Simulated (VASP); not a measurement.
# Si6O11 (a cell with a defect) in VASP: notebook, part 3 of 3

VASP 6.6.1. Earlier steps stand in the parts before.

## Step 4: Single point, PBE

INCAR reads:

```
SYSTEM = Si6O11
PREC = Accurate
ENCUT = 520
EDIFF = 1E-6
ISMEAR = 0
SIGMA = 0.05
LREAL = Auto
LASPH = .TRUE.
NELM = 60
ALGO = Normal
ISIF = 2
LWAVE = .FALSE.
LCHARG = .FALSE.
GGA = PE
NBANDS = 59
NELECT = 88.0
```

KPOINTS reads:

```
Automatic mesh
0
G
  4 4 2
  0 0 0
```

POSCAR reads:

```
Si6O11
1.0
   -2.5103274377      4.3480146658      0.0000000000
    0.0000000000      0.0000000000      5.5092660079
    7.5309823132      4.3480146658      0.0000000000
Si O
6 11
Direct
    0.7617495765      0.3333333333      0.2382504235
    0.2617495765      0.3333333333      0.7382504235
    0.9765008470      0.6666666667      0.5000000000
    0.4765008470      0.6666666667      0.0000000000
    0.2617495765      0.0000000000      0.2617495765
    0.7617495765      0.0000000000      0.7617495765
    0.0486521033      0.2055717715      0.2072260374
    0.5486521033      0.2055717715      0.7072260374
    0.7865130045      0.5389051049      0.3720609296
    0.2865130045      0.5389051049      0.8720609296
    0.6648348922      0.8722384382      0.9207130329
    0.2865130045      0.7944282285      0.1279390704
    0.7865130045      0.7944282285      0.6279390704
    0.6648348922      0.4610948951      0.0792869671
    0.1648348922      0.4610948951      0.5792869671
    0.2947218921     -0.0899363163      0.4017741334
    0.0486521033      0.1277615618      0.7927739626
```

Potentials or basis: VASP PAW PBE potentials, release 64 (Si, O).

Started as:

```bash
$ cat potpaw_PBE.64/Si/POTCAR potpaw_PBE.64/O/POTCAR > POTCAR
$ mpirun -np 1 vasp_std > vasp.out
```

OUTCAR:

```text
SYSTEM = Si6O11
   PREC = Accurate
   ENCUT = 520
   EDIFF = 1E-6
   ISMEAR = 0
   LREAL = Auto
   LASPH = .TRUE.
   NELM = 60
   ISIF = 2
   GGA = PE
   NELECT = 88.0

 ion  position               nearest neighbor table
   1  0.762  0.333  0.238-  14 1.63   7 1.63   9 1.63   5 3.12   5 3.12   3 3.12   4 3.12
   2  0.262  0.333  0.738-  15 1.63   8 1.63  17 1.63  10 1.63   6 3.12   6 3.12   4 3.12   3 3.12

   3  0.977  0.667  0.500-  13 1.63   9 1.63  15 1.63  16 2.25   5 3.12   6 3.12   1 3.12   2 3.12

   4  0.477  0.667  0.000-  12 1.63  10 1.63  11 1.63  14 1.63   6 3.12   5 3.12   2 3.12   1 3.12

   5  0.262  0.000  0.262-  16 1.32  12 1.63   7 1.63   3 3.12   4 3.12   1 3.12   1 3.12
   6  0.762  0.000  0.762-  11 1.63  17 1.63  13 1.63   8 1.63   4 3.12   3 3.12   2 3.12   2 3.12

   7  0.049  0.206  0.207-   1 1.63   5 1.63
   8  0.549  0.206  0.707-   2 1.63   6 1.63
   9  0.787  0.539  0.372-   3 1.63   1 1.63
  10  0.287  0.539  0.872-   4 1.63   2 1.63
  11  0.665  0.872  0.921-   6 1.63   4 1.63
  12  0.287  0.794  0.128-   4 1.63   5 1.63
  13  0.787  0.794  0.628-   3 1.63   6 1.63
  14  0.665  0.461  0.079-   1 1.63   4 1.63
  15  0.165  0.461  0.579-   2 1.63   3 1.63
  16  0.295  0.910  0.402-   5 1.32   3 2.25
  17  0.049  0.128  0.793-   6 1.63   2 1.63

  LATTYP: Found a simple orthorhombic cell.
 ALAT       =     5.0206548755
 B/A-ratio  =     1.0973201992
 C/A-ratio  =     1.7320508076

  Lattice vectors:

 A1 = (  -2.5103274377,   4.3480146658,   0.0000000000)
 A2 = (   0.0000000000,   0.0000000000,   5.5092660079)
 A3 = (   7.5309823132,   4.3480146658,   0.0000000000)

Analysis of symmetry for initial positions (statically):
=====================================================================
 Subroutine PRICEL returns:
 Original cell was already a primitive cell.

 Routine SETGRP: Setting up the symmetry group for a
 simple orthorhombic supercell.

 Subroutine GETGRP returns: Found  1 space group operations
 (whereof  1 operations were pure point group operations)
 out of a pool of  8 trial point group operations.

The static configuration has the point symmetry C_1 .

Analysis of symmetry for dynamics (positions and initial velocities):
=====================================================================
 Subroutine PRICEL returns:
 Original cell was already a primitive cell.

 Routine SETGRP: Setting up the symmetry group for a
 simple orthorhombic supercell.

 Subroutine GETGRP returns: Found  1 space group operations
 (whereof  1 operations were pure point group operations)
 out of a pool of  8 trial point group operations.

The dynamic configuration has the point symmetry C_1 .

 Subroutine INISYM returns: Found  1 space group operations
 (whereof  1 operations are pure point group operations),
 and found     1 'primitive' translations

----------------------------------------------------------------------------------------

                                     Primitive cell

  volume of cell :     240.5332

  direct lattice vectors                    reciprocal lattice vectors
    -2.510327438  4.348014666  0.000000000    -0.099588602  0.172492518  0.000000000
     0.000000000  0.000000000  5.509266008     0.000000000  0.000000000  0.181512383
     7.530982313  4.348014666  0.000000000     0.099588602  0.057497506  0.000000000

  length of vectors
[... 87 lines left out ...]
  0.250000  0.500000  0.500000      2.000000
  0.500000  0.500000  0.500000      1.000000
   k-points           NKPTS =     20   k-points in BZ     NKDIM =     20   number of bands    NBANDS=     59
   number of dos      NEDOS =    301   number of ions     NIONS =     17
   total plane-waves  NPLWV = 117600
   dimension x,y,z NGX =    40 NGY =   42 NGZ =   70
   dimension x,y,z NGXF=    80 NGYF=   84 NGZF=  140
   ions per type =               6  11
   NGX,Y,Z   is equivalent  to a cutoff of  13.24, 12.67, 13.38 a.u.
   NGXF,Y,Z  is equivalent  to a cutoff of  26.49, 25.35, 26.76 a.u.
 SYSTEM =  Si6O11
   PREC   = accura    normal or accurate (medium, high low for compatibility)
   ISTART =      0    job   : 0-new  1-cont  2-samecut
   ICHARG =      2    charge: 1-file 2-atom 10-const
   ISPIN  =      1    spin polarized calculation?
   LNONCOLLINEAR =      F non collinear calculations
   LSORBIT =      F    spin-orbit coupling
   LASPH  =      T    aspherical Exc in radial PAW
   ENCUT  =  520.0 eV  38.22 Ry    6.18 a.u.   9.34 10.24 16.17*2*pi/ulx,y,z
   NELM   =     60;   NELMIN=  2; NELMDL= -5     # of ELM steps
   EDIFF  = 0.1E-05   stopping-criterion for ELM
   LREAL  =      T    real-space projection
   EDIFFG = 0.1E-04   stopping-criterion for IOM
   NSW    =      0    number of steps for IOM
   IBRION =     -1    ionic relax: 0-MD 1-quasi-New 2-CG
   NFREE  =      0    steps in history (QN), initial steepest desc. (CG)
   ISIF   =      2    stress and relaxation
   ISYM   =      2    0-nonsym 1-usesym 2-fastsym
   POTIM  = 0.5000    time-step for ionic-motion
   TEBEG  =    0.0;   TEEND  =   0.0 temperature during run
   PSTRESS=    0.0 pullay stress
   NELECT =      88.0000    total number of electrons
   NUPDOWN=      -1.0000    fix difference up-down
   EMIN   =  10.00;   EMAX   =-10.00  energy-range for DOS
   EFERMI =   0.00;   METHOD = LEGACY
   ISMEAR =     0;   SIGMA  =   0.05  broadening in eV -4-tet -1-fermi 0-gaus
   EFERMI_NEDOS =   21; number of points for ismear=-14 and -15
   IALGO  =     38    algorithm
   IMIX   =      4    mixing-type and parameters
     AMIX     =   0.40;   BMIX     =  1.00
     AMIX_MAG =   1.60;   BMIX_MAG =  1.00
  volume/ion in A,a.u.               =      14.15        95.48
  Fermi-wavevector in a.u.,A,eV,Ry     =   1.170875  2.212634 18.652897  1.370949
  Thomas-Fermi vector in A             =   2.307327
   LORBIT       =      0    0 simple, 1 ext, 2 COOP (PROOUT), +10 PAW based schemes
   GGA     = PE    functional components
   LHFCALC =     F    Hartree Fock is set to
   AEXX    =    0.0000 exact exchange contribution
   IVDW    =     0    specifies the selected vdW correction
   LEPSILON=     F    determine dielectric tensor
   LRPA    =     F    only Hartree local field effects (RPA)
 non-spin polarized calculation
 Gauss-broadening in eV      SIGMA  =   0.05
  energy-cutoff  :      520.00
  volume of cell :      240.53
 maximum number of plane-waves:      6512
 NGX is ok and might be reduce to    40
   NGX = 19   NGY = 21   NGZ = 33

 number of electron      87.9999992 magnetization

 Free energy of the ion-electron system (eV)
  ---------------------------------------------------
  ext. energy  EPLUGINS =         0.00000000
  ---------------------------------------------------
  free energy    TOTEN  =      -129.89340865 eV

  energy without entropy =     -129.88399254  energy(sigma->0) =     -129.88870059

 E-fermi :   0.6563     XC(G=0):  -8.5763

 val. band max:        0.6536715370   @ k =   0.0000   0.5000   0.5000
 cond. band min:       0.6955157016   @ k =   0.0000   0.2500   0.5000
 fundamental gap:      0.0418441646
 Fermi energy:         0.6563224545

 k-point     1 :       0.0000    0.0000    0.0000
  band No.  band energies     occupation
      1     -19.1731      2.00000
      2     -18.4220      2.00000
      3     -18.2069      2.00000
      4     -18.1437      2.00000
      5     -17.8788      2.00000
      6     -17.2775      2.00000
[... 1169 lines left out ...]
     55      10.4510      0.00000
     56      10.4860      0.00000
 [bands above 56 left out]

------------------------ aborting loop because EDIFF is reached ----------------------------------------

  FORCE on cell =-STRESS in cart. coord.  units (eV):
  Direction    XX          YY          ZZ          XY          YZ          ZX
  --------------------------------------------------------------------------------------
  -------------------------------------------------------------------------------------
  Total       -4.1330899     -8.6790043    -15.4047270     14.5937777     -8.8916611     -3.4913393
  in kB      -27.5302608    -57.8103208   -102.6099512     97.2082672    -59.2268149    -23.2555992
  external PRESSURE =     -62.6501776 kB  Pullay stress =       0.0000000 kB

 VOLUME and BASIS-vectors are now :
 -----------------------------------------------------------------------------
  energy-cutoff  :      520.00
  volume of cell :      240.53
      direct lattice vectors                 reciprocal lattice vectors
    -2.510327438  4.348014666  0.000000000    -0.099588602  0.172492518  0.000000000
     0.000000000  0.000000000  5.509266008     0.000000000  0.000000000  0.181512383
     7.530982313  4.348014666  0.000000000     0.099588602  0.057497506  0.000000000

 POSITION                                       TOTAL-FORCE (eV/Angst)
 -----------------------------------------------------------------------------------
     -0.11798      4.34801      1.83642        -1.975669      0.944026      2.579506
      4.90267      4.34801      1.83642         0.327522      0.305788      0.015165
      1.31415      6.41985      3.67284         1.560581      2.026309     -0.837968
     -1.19617      2.07183      3.67284        -1.070657     -1.520814      0.718376
      1.31415      2.27618      0.00000       -15.180848    -12.866078      5.612990
      3.82448      6.62420      0.00000         0.314676      0.285348      0.532788
[... 9 lines left out ...]
      2.28591      3.02837      5.01378        17.344942     10.645823     -8.248950
      5.84823      3.65853      0.70387        -0.089015     -0.005862      0.037496
 -----------------------------------------------------------------------------------
    total drift:                                0.004260     -0.007883     -0.003471

  FREE ENERGIE OF THE ION-ELECTRON SYSTEM (eV)
  ---------------------------------------------------
  free  energy   TOTEN  =      -129.8934086489 eV

  energy  without entropy=     -129.8839925409  energy(sigma->0) =     -129.88870059
```

It took 13 min on 1 thread of Intel Xeon Platinum 8375C at 2.90GHz (Ice Lake), shared host; peak memory 0.41 GiB.

Results:

- Free energy: -129.8934 eV
- Largest force: 21.960 eV/Å

Forces on the atoms (eV/Å):
```
Si   -1.976   0.944   2.580
Si    0.328   0.306   0.015
Si    1.561   2.026  -0.838
Si   -1.071  -1.521   0.718
Si  -15.181 -12.866   5.613
Si    0.315   0.285   0.533
O     0.444  -0.160  -0.321
O    -0.116   0.049  -0.110
O    -0.361  -0.328   0.063
O     0.222   0.241   0.062
O     0.438   0.179  -0.372
O    -0.034   0.232   0.948
O    -1.800  -0.019  -0.113
O     0.910   0.932  -1.531
O    -0.934  -0.942   0.964
O    17.345  10.646  -8.249
O    -0.089  -0.006   0.037
```

Levels at points of the mesh, in eV from the Fermi level:
| k point | band 42 | band 43 | band 44 | band 45 | band 46 | band 47 |
| --- | --- | --- | --- | --- | --- | --- |
| (0.00, 0.00, 0.00) | -0.57 | -0.48 | -0.13 | -0.02 | 4.21 | 5.40 |
| (0.50, 0.00, 0.00) | -0.64 | -0.14 | -0.06 | 0.82 | 3.29 | 5.18 |
| (0.00, 0.50, 0.00) | -0.37 | -0.29 | -0.02 | 0.16 | 3.59 | 5.89 |
| (0.50, 0.50, 0.00) | -0.60 | -0.57 | -0.45 | 0.58 | 4.04 | 4.64 |
| (0.00, 0.00, 0.50) | -0.49 | -0.42 | -0.16 | -0.03 | 4.16 | 5.40 |
| (0.50, 0.00, 0.50) | -0.60 | -0.14 | -0.06 | 0.82 | 3.29 | 5.16 |
| (0.00, 0.50, 0.50) | -0.39 | -0.30 | 0.00 | 0.14 | 3.63 | 5.86 |
| (0.50, 0.50, 0.50) | -0.60 | -0.46 | -0.38 | 0.54 | 4.05 | 4.64 |

Caveat: the k points lie up to 0.36 Å⁻¹ apart; the cell carries a net charge on a neutralising background, which shifts energy and pressure; the cell differs from its parent crystal (atoms taken out, atom 16 moved 0.750 of the way to it and +0.250 Å across, host rigid); the cell is charged against a uniform background, so pressure and absolute levels hang on convention.
